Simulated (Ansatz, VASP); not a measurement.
# Two plane-wave programs on ZnS

File POSCAR:

```
ZnS
1.0
    0.0000000000      2.6940955531      2.6940955531
    2.6940955531      0.0000000000      2.6940955531
    2.6940955531      2.6940955531      0.0000000000
Zn S
1 1
Direct
    0.2500000000      0.2500000000      0.2500000000
    0.0000000000      0.0000000000      0.0000000000
```

The input INCAR.step1:

```
PREC     = Accurate       # precision mode
ENCUT    = 520            # plane-wave cutoff, eV
EDIFF    = 1E-5           # SCF threshold, eV
ISMEAR   = 0              # smearing method
SIGMA    = 0.01           # smearing width, eV
LREAL    = False          # projectors in reciprocal space
LASPH    = True           # aspherical terms in the spheres
NELM     = 100            # most SCF steps
ALGO     = Normal         # electronic algorithm
ISIF     = 2              # what is computed and relaxed
LWAVE    = True           # write WAVECAR
LCHARG   = False          # write CHGCAR
NBANDS   = 16             # bands
GGA      = PE             # functional
```

INCAR.step2

```
PREC     = Accurate       # precision mode
ENCUT    = 520            # plane-wave cutoff, eV
EDIFF    = 1E-7           # SCF threshold, eV
ISMEAR   = 0              # smearing method
SIGMA    = 0.01           # smearing width, eV
LREAL    = False          # projectors in reciprocal space
LASPH    = True           # aspherical terms in the spheres
NELM     = 100            # most SCF steps
ALGO     = Normal         # electronic algorithm
ISIF     = 2              # what is computed and relaxed
LWAVE    = False          # write WAVECAR
LCHARG   = False          # write CHGCAR
GGA      = PE             # functional
LHFCALC  = True           # exact exchange
AEXX     = 0.2            # exact-exchange fraction
HFSCREEN = 0.5            # screening, 1/A
PRECFOCK = Normal       
NBANDS   = 16             # bands
ISTART   = 1
```

File KPOINTS:

```
Automatic mesh
0
Gamma
  4 4 4
```

Input for Ansatz:

```yaml
crystal:
  lattice:
    - [0.0, 2.6940955531, 2.6940955531]
    - [2.6940955531, 0.0, 2.6940955531]
    - [2.6940955531, 2.6940955531, 0.0]
  atoms:
    - { symbol: Zn, position: [0.25, 0.25, 0.25] }
    - { symbol: S, position: [0.0, 0.0, 0.0] }
kpoints:
  mp_grid: { grid: [4, 4, 4] }
hamiltonian:
  xc: { exchange: pbe, correlation: pbe, exx: { coeff: 0.2, omega: 0.5 } }
scf:
  occupations: { method: fixed }
  n_extra_bands: 4
output:
  forces: true
  stress: true
  eigenvalues: true
```

Alike in both runs: task single point; functional PBE-based screened hybrid; k mesh 4 × 4 × 4; no spin polarisation.

|  | VASP | Ansatz |
| --- | --- | --- |
| version | VASP 6.6.1 | Ansatz 0.2.0 |
| potentials or method | VASP PAW PBE potentials, release 64 (Zn, S) | plane waves |
| plane-wave cutoff (eV) | 520 | 420 |
| occupations | gaussian, width 0.01 eV | fixed |
| valence electrons in the cell | 18 | 18 |

```tsv
	VASP	Ansatz	Ansatz less VASP
gap on the k mesh at the Fermi level (eV)	2.70	2.71	+0.005
pressure (GPa)	2.5	2.5	-0.06
```

VASP's potentials were made for PBE, not for PBE-based screened hybrid. Ansatz's warnings: stress exchange threshold loose, stress scf threshold loose.

The k mesh is coarse, so the values compare programs but aren't converged.
